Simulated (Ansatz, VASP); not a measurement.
**One calculation of BeZn2S2O, two programs**

```
CELL_PARAMETERS angstrom
3.78127 0.00000 0.00000
0.00000 3.78127 0.00000
0.00000 0.00000 6.30113
ATOMIC_POSITIONS crystal
Be 0.00000 0.00000 0.00000
Zn 0.00000 0.50000 0.00000
Zn 0.50000 0.00000 0.00000
S 0.00000 0.00000 0.72022
S 0.00000 0.00000 0.27978
O 0.50000 0.50000 0.00000
```

Alike in both runs: task relaxation of cell and atoms; functional PBE; k mesh 4 × 4 × 4; occupations gaussian, width 0.1 eV; no spin polarisation.

|  | VASP | Ansatz |
| --- | --- | --- |
| version | VASP 6.6.1 | Ansatz 0.2.0 |
| potentials or method | VASP PAW PBE potentials, release 64 (Be, Zn, S, O), cutoff 600 eV | scalar-relativistic, plane waves, PAW |
| valence electrons in the cell | 44 | 44 |

|  | VASP | Ansatz | Ansatz less VASP |
| --- | --- | --- | --- |
| gap on the k mesh at the Fermi level, each at its own relaxed structure (eV) | 1.48 | 1.45 | -0.031 |
| relaxed volume (Å³/atom) | 23.22 | 23.52 | +0.302 |
| relaxed length of the cell vector where the two differ most in proportion (Å) | 7.409 | 7.469 | +0.0599 |

Noted on VASP's run: the volume moved by over 15 % at a fixed basis, so the end points are rough.
